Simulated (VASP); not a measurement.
# Mg5Te2 (P-3m1) in VASP: a series of runs

Runs on Mg5Te2. Level: PBE. Tasks: single point, relaxation of cell and atoms.

Everything below comes from runs of VASP 6.6.1. Logs are shortened: lines on timing, memory, paths and dates and some standing lists are left out, and cuts for length are marked.

## 1. The cell of the first run

It takes space group P-3m1 (No. 164, trigonal). The conventional cell has a = 4.102 Å, b = 4.102 Å, c = 13.438 Å, α = 90.00°, β = 90.00°, γ = 120.00°. Within 3.8 Å of Mg (site symmetry 3m) lie 3 Te at 2.92 Å and 3 Mg at 3.18 Å. Within 4.2 Å of Mg (site symmetry 3m) lie 12 Mg at 3.18 to 4.10 Å and 1 Te at 3.83 Å. Within 3.9 Å of Mg (site symmetry -3m) lie 6 Te at 2.97 Å. Within 3.8 Å of Te (site symmetry 3m) lie 6 Mg at 2.92 to 2.97 Å.

## 2. Single point, PBE

INCAR

```
SYSTEM = Mg5Te2
ALGO = Fast ; EDIFF = 1E-6
ENCUT = 520 ; GGA = PE
ISIF = 2 ; ISMEAR = 0
LASPH = .True. ; LCHARG = .False.
LREAL = .False. ; LWAVE = .False.
NBANDS = 20 ; NELM = 60
PREC = Accurate ; SIGMA = 0.2
```

KPOINTS

```
k-points
0
Gamma
  5 5 2
  0 0 0
```

POSCAR

```
Mg5Te2
1.0
    4.1020492600      0.0000000000      0.0000000000
   -2.0510246300      3.5524788668      0.0000000000
    0.0000000000      0.0000000000     13.4378042656
Mg Te
5 2
Direct
    0.3333333333      0.6666666667      0.7399141581
    0.6666666667      0.3333333333      0.5823773605
    0.6666666667      0.3333333333      0.2600858419
    0.3333333333      0.6666666667      0.4176226395
    0.0000000000      0.0000000000      0.0000000000
    0.6666666667      0.3333333333      0.8672133135
    0.3333333333      0.6666666667      0.1327866865
```

Potentials or basis: VASP PAW PBE potentials, release 64 (Mg, Te).

Run with:

```console
$ cat potpaw_PBE.64/Mg/POTCAR potpaw_PBE.64/Te/POTCAR > POTCAR
$ mpirun -np 1 vasp_std > vasp.out
```

OUTCAR:

```text
SYSTEM = Mg5Te2
   EDIFF = 1E-6
   ENCUT = 520
   GGA = PE
   ISIF = 2
   ISMEAR = 0
   LASPH = .True.
   LREAL = .False.
   NELM = 60
   PREC = Accurate

 ion  position               nearest neighbor table
   1  0.333  0.667  0.740-   6 2.92   6 2.92   6 2.92   2 3.18   2 3.18   2 3.18
   2  0.667  0.333  0.582-   1 3.18   1 3.18   1 3.18   4 3.24   4 3.24   4 3.24
   3  0.667  0.333  0.260-   7 2.92   7 2.92   7 2.92   4 3.18   4 3.18   4 3.18
   4  0.333  0.667  0.418-   3 3.18   3 3.18   3 3.18   2 3.24   2 3.24   2 3.24
   5  0.000  0.000  0.000-   6 2.97   7 2.97   6 2.97   7 2.97   6 2.97   7 2.97
   6  0.667  0.333  0.867-   1 2.92   1 2.92   1 2.92   5 2.97   5 2.97   5 2.97
   7  0.333  0.667  0.133-   3 2.92   3 2.92   3 2.92   5 2.97   5 2.97   5 2.97

  LATTYP: Found a hexagonal cell.
 ALAT       =     4.1020492600
 C/A-ratio  =     3.2758758888

  Lattice vectors:

 A1 = (   4.1020492600,   0.0000000000,   0.0000000000)
 A2 = (  -2.0510246300,   3.5524788668,   0.0000000000)
 A3 = (   0.0000000000,   0.0000000000,  13.4378042656)

Analysis of symmetry for initial positions (statically):
=====================================================================
 Subroutine PRICEL returns:
 Original cell was already a primitive cell.

 Routine SETGRP: Setting up the symmetry group for a
 hexagonal supercell.

 Subroutine GETGRP returns: Found 12 space group operations
 (whereof 12 operations were pure point group operations)
 out of a pool of 24 trial point group operations.

The static configuration has the point symmetry D_3d.

Analysis of symmetry for dynamics (positions and initial velocities):
=====================================================================
 Subroutine PRICEL returns:
 Original cell was already a primitive cell.

 Routine SETGRP: Setting up the symmetry group for a
 hexagonal supercell.

 Subroutine GETGRP returns: Found 12 space group operations
 (whereof 12 operations were pure point group operations)
 out of a pool of 24 trial point group operations.

The dynamic configuration has the point symmetry D_3d.

 Subroutine INISYM returns: Found 12 space group operations
 (whereof 12 operations are pure point group operations),
 and found     1 'primitive' translations

----------------------------------------------------------------------------------------

                                     Primitive cell

  volume of cell :     195.8216

  direct lattice vectors                    reciprocal lattice vectors
     4.102049260  0.000000000  0.000000000     0.243780593  0.140746791  0.000000000
    -2.051024630  3.552478867  0.000000000     0.000000000  0.281493582  0.000000000
     0.000000000  0.000000000 13.437804266     0.000000000  0.000000000  0.074416920

  length of vectors
     4.102049260  4.102049260 13.437804266     0.281493582  0.281493582  0.074416920

  position of ions in fractional coordinates (direct lattice)
     0.333333333  0.666666667  0.739914158
     0.666666667  0.333333333  0.582377360
     0.666666667  0.333333333  0.260085842
     0.333333333  0.666666667  0.417622640
     0.000000000  0.000000000  0.000000000
     0.666666667  0.333333333  0.867213314
     0.333333333  0.666666667  0.132786686

  ion indices of the primitive-cell ions
   primitive index   ion index
                 1           1
                 2           2
                 3           3
                 4           4
                 5           5
                 6           6
                 7           7

----------------------------------------------------------------------------------------

 KPOINTS: k-points

Automatic generation of k-mesh.
 Grid dimensions read from file:
 generate k-points for:    5    5    2

 Generating k-lattice:

  Cartesian coordinates                     Fractional coordinates (reciprocal lattice)
     0.048756119  0.028149358  0.000000000     0.200000000  0.000000000  0.000000000
     0.000000000  0.056298716  0.000000000     0.000000000  0.200000000  0.000000000
     0.000000000  0.000000000  0.037208460     0.000000000  0.000000000  0.500000000

  Length of vectors
     0.056298716  0.056298716  0.037208460

  Shift w.r.t. Gamma in fractional coordinates (k-lattice)
     0.000000000  0.000000000  0.000000000

 Subroutine IBZKPT returns following result:
 ===========================================

 Found     10 irreducible k-points:

 Following reciprocal coordinates:
            Coordinates               Weight
  0.000000  0.000000  0.000000      1.000000
  0.200000  0.000000  0.000000      6.000000
  0.400000  0.000000  0.000000      6.000000
  0.200000  0.200000  0.000000      6.000000
  0.400000  0.200000  0.000000      6.000000
  0.000000  0.000000  0.500000      1.000000
  0.200000  0.000000  0.500000      6.000000
  0.400000  0.000000  0.500000      6.000000
  0.200000  0.200000  0.500000      6.000000
  0.400000  0.200000  0.500000      6.000000
   k-points           NKPTS =     10   k-points in BZ     NKDIM =     10   number of bands    NBANDS=     20
   number of dos      NEDOS =    301   number of ions     NIONS =      7
   total plane-waves  NPLWV = 102400
   dimension x,y,z NGX =    32 NGY =   32 NGZ =  100
   dimension x,y,z NGXF=    64 NGYF=   64 NGZF=  200
   ions per type =               5   2
   NGX,Y,Z   is equivalent  to a cutoff of  12.97, 12.97, 12.37 a.u.
   NGXF,Y,Z  is equivalent  to a cutoff of  25.94, 25.94, 24.74 a.u.
 SYSTEM =  Mg5Te2
   PREC   = accura    normal or accurate (medium, high low for compatibility)
   ISTART =      0    job   : 0-new  1-cont  2-samecut
   ICHARG =      2    charge: 1-file 2-atom 10-const
   ISPIN  =      1    spin polarized calculation?
   LNONCOLLINEAR =      F non collinear calculations
   LSORBIT =      F    spin-orbit coupling
   LASPH  =      T    aspherical Exc in radial PAW
   ENCUT  =  520.0 eV  38.22 Ry    6.18 a.u.   7.63  7.63 24.99*2*pi/ulx,y,z
   NELM   =     60;   NELMIN=  2; NELMDL= -5     # of ELM steps
   EDIFF  = 0.1E-05   stopping-criterion for ELM
   LREAL  =      F    real-space projection
[... 7 lines left out ...]
   TEBEG  =    0.0;   TEEND  =   0.0 temperature during run
   PSTRESS=    0.0 pullay stress
   NELECT =      22.0000    total number of electrons
   NUPDOWN=      -1.0000    fix difference up-down
   EMIN   =  10.00;   EMAX   =-10.00  energy-range for DOS
   EFERMI =   0.00;   METHOD = LEGACY
   ISMEAR =     0;   SIGMA  =   0.20  broadening in eV -4-tet -1-fermi 0-gaus
   EFERMI_NEDOS =   21; number of points for ismear=-14 and -15
   IALGO  =     68    algorithm
   IMIX   =      4    mixing-type and parameters
     AMIX     =   0.40;   BMIX     =  1.00
     AMIX_MAG =   1.60;   BMIX_MAG =  1.00
  volume/ion in A,a.u.               =      27.97       188.78
  Fermi-wavevector in a.u.,A,eV,Ry     =   0.789943  1.492775  8.490161  0.624009
  Thomas-Fermi vector in A             =   1.895185
   LORBIT       =      0    0 simple, 1 ext, 2 COOP (PROOUT), +10 PAW based schemes
   GGA     = PE    functional components
   LHFCALC =     F    Hartree Fock is set to
   AEXX    =    0.0000 exact exchange contribution
   IVDW    =     0    specifies the selected vdW correction
   LEPSILON=     F    determine dielectric tensor
   LRPA    =     F    only Hartree local field effects (RPA)
 non-spin polarized calculation
 RMM-DIIS sequential band-by-band and
 Gauss-broadening in eV      SIGMA  =   0.20
  energy-cutoff  :      520.00
  volume of cell :      195.82
 maximum number of plane-waves:      5304
 NGX is ok and might be reduce to    32
   NGX = 15   NGY = 15   NGZ = 49

 number of electron      21.9999999 magnetization

 Free energy of the ion-electron system (eV)
  ---------------------------------------------------
  ext. energy  EPLUGINS =         0.00000000
  ---------------------------------------------------
  free energy    TOTEN  =       -15.54629459 eV

  energy without entropy =      -15.50304570  energy(sigma->0) =      -15.52467015

 E-fermi :   3.6166     XC(G=0):  -8.4036

 val. band max:        3.5906810166   @ k =   0.4000   0.0000   0.0000
 cond. band min:       3.8298235906   @ k =   0.4000   0.2000   0.0000
 fundamental gap:      0.2391425739
 Fermi energy:         3.6166450859

 k-point     1 :       0.0000    0.0000    0.0000
  band No.  band energies     occupation
      1      -8.6823      2.00000
      2      -8.1969      2.00000
      3      -2.3733      2.00000
      4      -1.0543      2.00000
      5      -1.0172      2.00000
      6       1.9317      2.00000
[... 12 lines left out ...]
     19       8.7145      0.00000
     20       8.8507      0.00000

 k-point     2 :       0.2000    0.0000    0.0000
  band No.  band energies     occupation
      1      -8.3936      2.00000
      2      -7.9599      2.00000
      3      -1.9402      2.00000
      4      -0.7745      2.00000
      5      -0.6427      2.00000
      6       0.6208      2.00000
[... 12 lines left out ...]
     19       8.1384      0.00000
     20       8.4897      0.00000

 k-point     3 :       0.4000    0.0000    0.0000
  band No.  band energies     occupation
      1      -7.7710      2.00000
      2      -7.5313      2.00000
      3      -1.6601      2.00000
      4      -1.2130      2.00000
      5      -0.7096      2.00000
      6       0.3953      2.00000
[... 12 lines left out ...]
     19       7.4004      0.00000
     20       7.6128      0.00000

 k-point     4 :       0.2000    0.2000    0.0000
  band No.  band energies     occupation
      1      -7.9238      2.00000
      2      -7.6132      2.00000
      3      -1.1778      2.00000
      4      -0.9061      2.00000
      5      -0.7872      2.00000
      6       0.3616      2.00000
[... 107 lines left out ...]
 k-point     9 :       0.2000    0.2000    0.5000
  band No.  band energies     occupation
      1      -7.9237      2.00000
      2      -7.6133      2.00000
      3      -1.1078      2.00000
      4      -1.0242      2.00000
      5      -0.6350      2.00000
      6      -0.1730      2.00000
[... 12 lines left out ...]
     19       7.5644      0.00000
     20       7.7878      0.00000

 k-point    10 :       0.4000    0.2000    0.5000
  band No.  band energies     occupation
      1      -7.5128      2.00000
      2      -7.4130      2.00000
      3      -1.6190      2.00000
      4      -1.1977      2.00000
      5      -0.2229      2.00000
      6       0.0303      2.00000
[... 12 lines left out ...]
     19       7.8215      0.00000
     20       7.9089      0.00000

------------------------ aborting loop because EDIFF is reached ----------------------------------------

  FORCE on cell =-STRESS in cart. coord.  units (eV):
  Direction    XX          YY          ZZ          XY          YZ          ZX
  --------------------------------------------------------------------------------------
  -------------------------------------------------------------------------------------
  Total        0.2207088      0.2207088      0.3857610      0.0000000      0.0000000      0.0000000
  in kB        1.8057997      1.8057997      3.1562271      0.0000000      0.0000000      0.0000000
  external PRESSURE =       2.2559421 kB  Pullay stress =       0.0000000 kB

 VOLUME and BASIS-vectors are now :
 -----------------------------------------------------------------------------
  energy-cutoff  :      520.00
  volume of cell :      195.82
      direct lattice vectors                 reciprocal lattice vectors
     4.102049260  0.000000000  0.000000000     0.243780593  0.140746791  0.000000000
    -2.051024630  3.552478867  0.000000000     0.000000000  0.281493582  0.000000000
     0.000000000  0.000000000 13.437804266     0.000000000  0.000000000  0.074416920

 POSITION                                       TOTAL-FORCE (eV/Angst)
 -----------------------------------------------------------------------------------
     -0.00000      2.36832      9.94282         0.000000      0.000000      0.023085
      2.05102      1.18416      7.82587         0.000000     -0.000000     -0.022778
      2.05102      1.18416      3.49498         0.000000     -0.000000     -0.023085
     -0.00000      2.36832      5.61193        -0.000000      0.000000      0.022778
      0.00000      0.00000      0.00000        -0.000000      0.000000     -0.000000
      2.05102      1.18416     11.65344        -0.000000     -0.000000      0.015122
     -0.00000      2.36832      1.78436         0.000000      0.000000     -0.015122
 -----------------------------------------------------------------------------------
    total drift:                               -0.000000     -0.000000      0.000000

  FREE ENERGIE OF THE ION-ELECTRON SYSTEM (eV)
  ---------------------------------------------------
  free  energy   TOTEN  =       -15.5462945937 eV

  energy  without entropy=      -15.5030457014  energy(sigma->0) =      -15.52467015
```

Wall time 22 s (1 thread of Intel Xeon 6975P-C (Granite Rapids), shared host); peak memory 0.32 GiB.

Results:

```
Free energy            : -15.5463 eV
Pressure               : 0.2 GPa
Largest force          : 0.023 eV/Å
Band gap on the k mesh : zero (band 11 reaches 4.16 eV, above the bottom of band 12 at 3.24 eV)
```

Forces on the atoms (eV/Å):
```
Mg   0.000  0.000  0.023
Mg   0.000  0.000 -0.023
Mg   0.000  0.000 -0.023
Mg   0.000  0.000  0.023
Mg   0.000  0.000  0.000
Te   0.000  0.000  0.015
Te   0.000  0.000 -0.015
```

Caveat: spin-orbit coupling is left out, which moves the levels of the heavy elements.

## 3. Relaxation of cell and atoms, PBE

This run uses another cell than the first one, of 21.00 Å³/atom, 0.751 times its volume.

INCAR

```
  ALGO = Normal
  EDIFF = 1E-7
  EDIFFG = -0.08
  ENCUT = 600
  GGA = PE
  IBRION = 2
  ISIF = 3
  ISMEAR = 0
  LASPH = T
  LCHARG = F
  LREAL = F
  LWAVE = F
  NELM = 60
  NSW = 36
  PREC = Accurate
  SIGMA = 0.2
```

KPOINTS

```
k-points
0
Gamma
  5 5 2
```

POSCAR

```
Mg5Te2
1.0
    3.6000000000      0.0000000000      0.0000000000
   -1.8000000000      3.1176914500      0.0000000000
    0.0000000000      0.0000000000     13.1000000000
Mg Te
5 2
Direct
    0.3333333300      0.6666666700      0.7130000000
    0.6666666700      0.3333333300      0.5800000000
    0.6666666700      0.3333333300      0.2870000000
    0.3333333300      0.6666666700      0.4200000000
    0.0000000000      0.0000000000      0.0000000000
    0.6666666700      0.3333333300      0.8520000000
    0.3333333300      0.6666666700      0.1480000000
```

Potentials or basis: VASP PAW PBE potentials, release 64 (Mg, Te).

Run with:

```console
$ cat potpaw_PBE.64/Mg/POTCAR potpaw_PBE.64/Te/POTCAR > POTCAR
$ mpirun -np 1 vasp_std > vasp.out
```

It took 2.8 min on 1 thread of Intel Xeon 6975P-C (Granite Rapids), shared host; peak memory 0.32 GiB.

The run converged. Its results:

| Property | Result |
| --- | --- |
| Free energy | -15.5642 eV |
| Relaxed volume | 27.72 Å³/atom |
| Relaxed cell | a = 4.230 Å, b = 4.230 Å, c = 12.524 Å, α = 90.00°, β = 90.00°, γ = 120.00° |
| Space group after relaxing (to 0.05 Å) | P-3m1 (No. 164) |
| Energy gained by relaxing | 326.8 meV/atom |
| Ionic steps | 11 |
| Pressure after relaxing | 0.1 GPa |
| Largest force after relaxing | 0.073 eV/Å |
| Band gap on the k mesh | zero (band 11 reaches 5.09 eV, above the bottom of band 12 at 3.48 eV) |

Forces on the atoms (eV/Å):
```
Mg   0.000  0.000 -0.049
Mg   0.000  0.000 -0.057
Mg   0.000  0.000  0.049
Mg   0.000  0.000  0.057
Mg   0.000  0.000  0.000
Te   0.000  0.000 -0.073
Te   0.000  0.000  0.073
```

Step by step:
```tsv
step	energy change (eV)	largest force (eV/Å)	pressure (GPa)	volume (Å³)
1	0.0000	1.0085	14.69	147.03
2	-1.7319	0.8773	-0.42	191.93
3	-1.7319	0.8772	-0.42	191.88
4	-1.9020	0.7886	-0.28	192.25
5	-2.2421	0.1424	0.20	192.58
6	-2.2686	0.2445	0.56	192.30
7	-2.2716	0.1741	0.48	192.39
8	-2.2813	0.1017	-0.27	196.70
9	-2.2815	0.1104	-0.18	196.14
10	-2.2854	0.0862	-0.08	195.30
11	-2.2873	0.0729	0.08	194.03
```

Final structure:
```xyz
7
Lattice="4.2297 0.0000 0.0000 -2.1148 3.6630 0.0000 0.0000 0.0000 12.5238" Properties=species:S:1:pos:R:3 pbc="T T T"
Mg    0.0000    2.4420    9.1374
Mg    2.1148    1.2210    7.1825
Mg    2.1148    1.2210    3.3864
Mg    0.0000    2.4420    5.3414
Mg    2.1148    3.6630    0.0000
Te    2.1148    1.2210   10.7953
Te    0.0000    2.4420    1.7285
```

Levels at points of the mesh, in eV from the Fermi level:
```tsv
k point	band 7	band 8	band 9	band 10	band 11	band 12	band 13	band 14	band 15
(0.00, 0.00, 0.00)	-1.58	-1.34	-1.34	-1.11	-0.02	2.04	2.46	3.61	3.61
(0.00, 0.00, 0.50)	-1.58	-1.58	-1.34	-1.34	1.39	1.77	2.11	3.48	3.48
```

Caveat: the k points lie up to 0.34 Å⁻¹ apart in the final cell; the volume moved by over 15 % at a fixed basis, so the end points are rough; spin-orbit coupling is left out, which moves the levels of the heavy elements; the relaxation stopped at a loose force limit of 0.08 eV/Å, so its end isn't a converged minimum.
